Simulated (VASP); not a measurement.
# Hf (P6/mmm) in VASP: a series of runs

The runs below take Hf through relaxation of cell and atoms, single point, with PBE.

Everything below comes from runs of VASP 6.6.1. Logs are shortened: lines on timing, memory, paths and dates and some standing lists are left out, and cuts for length are marked.

### 1 The cell of the first run

The structure is hexagonal, space group P6/mmm (No. 191). Conventional cell: a = 2.680 Å, b = 2.680 Å, c = 2.519 Å, α = 90.00°, β = 90.00°, γ = 120.00°. Within 3.3 Å of Hf (site symmetry 6/mmm) lie 8 Hf at 2.52 to 2.68 Å.

### 2 Relaxation of cell and atoms, PBE, target pressure 74 GPa, at which the enthalpy is minimised

INCAR

```
SYSTEM = Hf
PREC = Accurate ; ENCUT = 600
EDIFF = 1E-7 ; ISMEAR = -1
SIGMA = 0.05 ; LREAL = .False.
LASPH = .True. ; NELM = 80
ALGO = Normal ; ISIF = 3
LWAVE = .False. ; LCHARG = .False.
GGA = PE ; IBRION = 2
NSW = 60 ; EDIFFG = -0.005
PSTRESS = 740.0
```

KPOINTS

```
Automatic mesh
0
Gamma
  16 16 15
  0 0 0
```

POSCAR

```
Hf
1.0
    2.6800622389      0.0000000000      0.0000000000
   -1.3400311194      2.3210019826      0.0000000000
    0.0000000000      0.0000000000      2.5192585045
Hf
1
Direct
    0.0000000000      0.0000000000      0.0000000000
```

Potentials or basis: VASP PAW PBE potentials, release 64 (Hf_pv).

Run with:

```sh
$ cat potpaw_PBE.64/Hf_pv/POTCAR > POTCAR
$ mpirun -np 1 vasp_std > vasp.out
```

OUTCAR:

```text
SYSTEM = Hf
   PREC = Accurate
   ENCUT = 600
   EDIFF = 1E-7
   ISMEAR = -1
   LREAL = .False.
   LASPH = .True.
   NELM = 80
   ISIF = 3
   GGA = PE
   IBRION = 2
   NSW = 60
   EDIFFG = -0.005
   PSTRESS = 740.0

 ion  position               nearest neighbor table
   1  0.000  0.000  0.000-

  LATTYP: Found a hexagonal cell.
 ALAT       =     2.6800622389
 C/A-ratio  =     0.9400000000

  Lattice vectors:

 A1 = (   2.6800622389,   0.0000000000,   0.0000000000)
 A2 = (  -1.3400311194,   2.3210019826,   0.0000000000)
 A3 = (   0.0000000000,   0.0000000000,   2.5192585045)

Analysis of symmetry for initial positions (statically):
=====================================================================
 Subroutine PRICEL returns:
 Original cell was already a primitive cell.

 Routine SETGRP: Setting up the symmetry group for a
 hexagonal supercell.

 Subroutine GETGRP returns: Found 24 space group operations
 (whereof 24 operations were pure point group operations)
 out of a pool of 24 trial point group operations.

The static configuration has the point symmetry D_6h.

Analysis of symmetry for dynamics (positions and initial velocities):
=====================================================================
 Subroutine PRICEL returns:
 Original cell was already a primitive cell.

 Routine SETGRP: Setting up the symmetry group for a
 hexagonal supercell.

 Subroutine GETGRP returns: Found 24 space group operations
 (whereof 24 operations were pure point group operations)
 out of a pool of 24 trial point group operations.

The dynamic configuration has the point symmetry D_6h.

 Subroutine INISYM returns: Found 24 space group operations
 (whereof 24 operations are pure point group operations),
 and found     1 'primitive' translations

----------------------------------------------------------------------------------------

                                     Primitive cell

  volume of cell :      15.6709

  direct lattice vectors                    reciprocal lattice vectors
     2.680062239  0.000000000  0.000000000     0.373125663  0.215424202  0.000000000
    -1.340031119  2.321001983  0.000000000     0.000000000  0.430848404  0.000000000
     0.000000000  0.000000000  2.519258505     0.000000000  0.000000000  0.396942195

  length of vectors
     2.680062239  2.680062239  2.519258505     0.430848404  0.430848404  0.396942195

  position of ions in fractional coordinates (direct lattice)
     0.000000000  0.000000000  0.000000000

  ion indices of the primitive-cell ions
   primitive index   ion index
                 1           1

----------------------------------------------------------------------------------------

 KPOINTS: Automatic mesh

Automatic generation of k-mesh.
 Grid dimensions read from file:
 generate k-points for:   16   16   15

 Generating k-lattice:

  Cartesian coordinates                     Fractional coordinates (reciprocal lattice)
     0.023320354  0.013464013  0.000000000     0.062500000  0.000000000  0.000000000
     0.000000000  0.026928025  0.000000000     0.000000000  0.062500000  0.000000000
     0.000000000  0.000000000  0.026462813     0.000000000  0.000000000  0.066666667

  Length of vectors
     0.026928025  0.026928025  0.026462813

  Shift w.r.t. Gamma in fractional coordinates (k-lattice)
     0.000000000  0.000000000  0.000000000

 Subroutine IBZKPT returns following result:
 ===========================================

 Found    240 irreducible k-points:

 Following reciprocal coordinates:
            Coordinates               Weight
  0.000000  0.000000  0.000000      1.000000
  0.062500 -0.000000  0.000000      6.000000
  0.125000 -0.000000  0.000000      6.000000
  0.187500 -0.000000  0.000000      6.000000
  0.250000 -0.000000  0.000000      6.000000
  0.312500 -0.000000  0.000000      6.000000
[... 16 lines left out ...]
  0.187500  0.187500  0.000000      6.000000
  0.250000  0.187500  0.000000     12.000000
 [... further k-points ...]
   k-points           NKPTS =    240   k-points in BZ     NKDIM =    240   number of bands    NBANDS=      9
   number of dos      NEDOS =    301   number of ions     NIONS =      1
   total plane-waves  NPLWV =  11520
   dimension x,y,z NGX =    24 NGY =   24 NGZ =   20
   dimension x,y,z NGXF=    48 NGYF=   48 NGZF=   40
   ions per type =               1
   NGX,Y,Z   is equivalent  to a cutoff of  14.89, 14.89, 13.20 a.u.
   NGXF,Y,Z  is equivalent  to a cutoff of  29.77, 29.77, 26.40 a.u.
 SYSTEM =  Hf
   PREC   = accura    normal or accurate (medium, high low for compatibility)
   ISTART =      0    job   : 0-new  1-cont  2-samecut
   ICHARG =      2    charge: 1-file 2-atom 10-const
   ISPIN  =      1    spin polarized calculation?
   LNONCOLLINEAR =      F non collinear calculations
   LSORBIT =      F    spin-orbit coupling
   LASPH  =      T    aspherical Exc in radial PAW
   ENCUT  =  600.0 eV  44.10 Ry    6.64 a.u.   5.35  5.35  5.03*2*pi/ulx,y,z
   NELM   =     80;   NELMIN=  2; NELMDL= -5     # of ELM steps
   EDIFF  = 0.1E-06   stopping-criterion for ELM
   LREAL  =      F    real-space projection
   EDIFFG = -.5E-02   stopping-criterion for IOM
   NSW    =     60    number of steps for IOM
   IBRION =      2    ionic relax: 0-MD 1-quasi-New 2-CG
   NFREE  =      1    steps in history (QN), initial steepest desc. (CG)
   ISIF   =      3    stress and relaxation
   ISYM   =      2    0-nonsym 1-usesym 2-fastsym
   POTIM  = 0.5000    time-step for ionic-motion
   TEBEG  =    0.0;   TEEND  =   0.0 temperature during run
   PSTRESS=  740.0 pullay stress
   NELECT =      10.0000    total number of electrons
   NUPDOWN=      -1.0000    fix difference up-down
   EMIN   =  10.00;   EMAX   =-10.00  energy-range for DOS
   EFERMI =   0.00;   METHOD = LEGACY
   ISMEAR =    -1;   SIGMA  =   0.05  broadening in eV -4-tet -1-fermi 0-gaus
   EFERMI_NEDOS =   21; number of points for ismear=-14 and -15
   IALGO  =     38    algorithm
   IMIX   =      4    mixing-type and parameters
     AMIX     =   0.40;   BMIX     =  1.00
     AMIX_MAG =   1.60;   BMIX_MAG =  1.00
  volume/ion in A,a.u.               =      15.67       105.75
  Fermi-wavevector in a.u.,A,eV,Ry     =   1.409431  2.663438 27.027912  1.986495
  Thomas-Fermi vector in A             =   2.531488
   LORBIT       =      0    0 simple, 1 ext, 2 COOP (PROOUT), +10 PAW based schemes
   GGA     = PE    functional components
   LHFCALC =     F    Hartree Fock is set to
   AEXX    =    0.0000 exact exchange contribution
   IVDW    =     0    specifies the selected vdW correction
   LEPSILON=     F    determine dielectric tensor
   LRPA    =     F    only Hartree local field effects (RPA)
 conjugate gradient relaxation of ions
 non-spin polarized calculation
  energy-cutoff  :      600.00
  volume of cell :       15.67
 maximum number of plane-waves:       550
 NGX is ok and might be reduce to    24
   NGX = 11   NGY = 11   NGZ = 11

--------------------------------------- Ionic step        1  -------------------------------------------

 number of electron      10.0000000 magnetization

 Free energy of the ion-electron system (eV)
  ---------------------------------------------------
  ext. energy  EPLUGINS =         0.00000000
  ---------------------------------------------------
  free energy    TOTEN  =        -8.18893768 eV

  energy without entropy =       -8.18395415  energy(sigma->0) =       -8.18644591

------------------------ aborting loop because EDIFF is reached ----------------------------------------

  FORCE on cell =-STRESS in cart. coord.  units (eV):
  Direction    XX          YY          ZZ          XY          YZ          ZX
  --------------------------------------------------------------------------------------
  -------------------------------------------------------------------------------------
  Total        6.4174116      6.4174116      8.1335699      0.0000000     -0.0000000      0.0000000
  in kB      656.1110470    656.1110470    831.5697123      0.0000000     -0.0000000      0.0000000
  external PRESSURE =     -25.4027312 kB  Pullay stress =     740.0000000 kB
[... 281 lines left out ...]
  enthalpy is  TOTEN    =        -0.9705207429 eV   P V=        7.1843012614

--------------------------------------- Ionic step        9  -------------------------------------------

 number of electron      10.0000001 magnetization

 Free energy of the ion-electron system (eV)
  ---------------------------------------------------
  ext. energy  EPLUGINS =         0.00000000
  ---------------------------------------------------
  free energy    TOTEN  =        -8.15577730 eV

  energy without entropy =       -8.15118458  energy(sigma->0) =       -8.15348094

 E-fermi :   7.3339     XC(G=0): -13.0171

 val. band max:        7.3333418906   @ k =   0.1250   0.1250   0.2000
 cond. band min:       7.3469175486   @ k =   0.1250   0.0625   0.2667
 fundamental gap:      0.0135756579
 Fermi energy:         7.3338904058

 k-point     1 :       0.0000    0.0000    0.0000
  band No.  band energies     occupation
      1     -21.4366      2.00000
      2     -21.1415      2.00000
      3     -21.1415      2.00000
      4      -0.4512      2.00000
      5       4.4375      2.00000
      6       9.1033      0.00000
      7       9.1033      0.00000
      8      17.5384      0.00000
      9      17.5384      0.00000
[... 265 lines left out ...]
 k-point    24 :       0.2500    0.1875    0.0000
  band No.  band energies     occupation
      1     -23.5751      2.00000
      2     -22.1944      2.00000
      3     -21.0855      2.00000
      4       4.3064      2.00000
      5       5.8073      2.00000
      6       7.5960      0.01052
      7      11.9842      0.00000
      8      15.0433      0.00000
      9      15.9876      0.00000

 [... further k-points ...]

------------------------ aborting loop because EDIFF is reached ----------------------------------------

  FORCE on cell =-STRESS in cart. coord.  units (eV):
  Direction    XX          YY          ZZ          XY          YZ          ZX
  --------------------------------------------------------------------------------------
  -------------------------------------------------------------------------------------
  Total        7.1871627      7.1871627      7.1886471      0.0000000      0.0000000      0.0000000
  in kB      740.1965687    740.1965687    740.3494519      0.0000000      0.0000000      0.0000000
  external PRESSURE =       0.2475298 kB  Pullay stress =     740.0000000 kB
[... 16 lines left out ...]
  FREE ENERGIE OF THE ION-ELECTRON SYSTEM (eV)
  ---------------------------------------------------
  free  energy   TOTEN  =        -8.1557773019 eV

  energy  without entropy=       -8.1511845791  energy(sigma->0) =       -8.15348094

  enthalpy is  TOTEN    =        -0.9705232833 eV   P V=        7.1852540185

 reached required accuracy - stopping structural energy minimisation
```

Run time: 52 s. Hardware: 1 thread of Intel Xeon 6975P-C (Granite Rapids), shared host; peak memory 0.18 GiB.

Results:

| Item | Value |
| --- | --- |
| Free energy | -8.1558 eV |
| Relaxed volume | 15.56 Å³/atom |
| Relaxed cell | a = 2.644 Å, b = 2.644 Å, c = 2.569 Å, α = 90.00°, β = 90.00°, γ = 120.00° |
| Space group after relaxing (to 0.05 Å) | P6/mmm (No. 191) |
| Energy change on relaxing (the enthalpy is what falls) | +33.2 meV/atom |
| Ionic steps | 9 |
| Pressure after relaxing | 74.0 GPa |
| Band gap on the k mesh | zero (band 5 reaches 8.21 eV, above the bottom of band 6 at 6.82 eV) |

Step by step:
| step | energy change (eV) | largest force (eV/Å) | pressure (GPa) | volume (Å³) |
| --- | --- | --- | --- | --- |
| 1 | 0.0000 | 0.0000 | 71.46 | 15.67 |
| 2 | 0.3225 | 0.0000 | 86.70 | 15.08 |
| 3 | 0.0753 | 0.0000 | 75.83 | 15.47 |
| 4 | 0.0772 | 0.0000 | 75.93 | 15.46 |
| 5 | -0.0761 | 0.0000 | 69.21 | 15.80 |
| 6 | 0.0314 | 0.0000 | 73.93 | 15.56 |
| 7 | 0.0323 | 0.0000 | 73.97 | 15.56 |
| 8 | 0.0341 | 0.0000 | 74.08 | 15.55 |
| 9 | 0.0332 | 0.0000 | 74.02 | 15.56 |

Final structure:
```cif
data_structure
_symmetry_space_group_name_H-M 'P 1'
_symmetry_Int_Tables_number 1
_cell_length_a 2.6444
_cell_length_b 2.6444
_cell_length_c 2.5688
_cell_angle_alpha 90.000
_cell_angle_beta 90.000
_cell_angle_gamma 120.000
_cell_volume 15.56
loop_
_atom_site_label
_atom_site_type_symbol
_atom_site_fract_x
_atom_site_fract_y
_atom_site_fract_z
_atom_site_occupancy
Hf1 Hf 0.00000 0.00000 0.00000 1
```

Levels at points of the mesh, in eV from the Fermi level:
```csv
k point,band 1,band 2,band 3,band 4,band 5,band 6,band 7,band 8,band 9
"(0.00, 0.00, 0.00)",-28.77,-28.48,-28.48,-7.79,-2.90,1.77,1.77,10.20,10.20
"(0.50, 0.00, 0.00)",-31.54,-29.18,-28.37,-4.73,-1.28,2.70,3.59,8.71,11.18
```

Caveat: the cell is relaxed towards a set pressure, so the enthalpy falls and the energy may rise; spin-orbit coupling is left out, which moves the levels of the heavy elements.

(Part 1 of 2 ends here.)
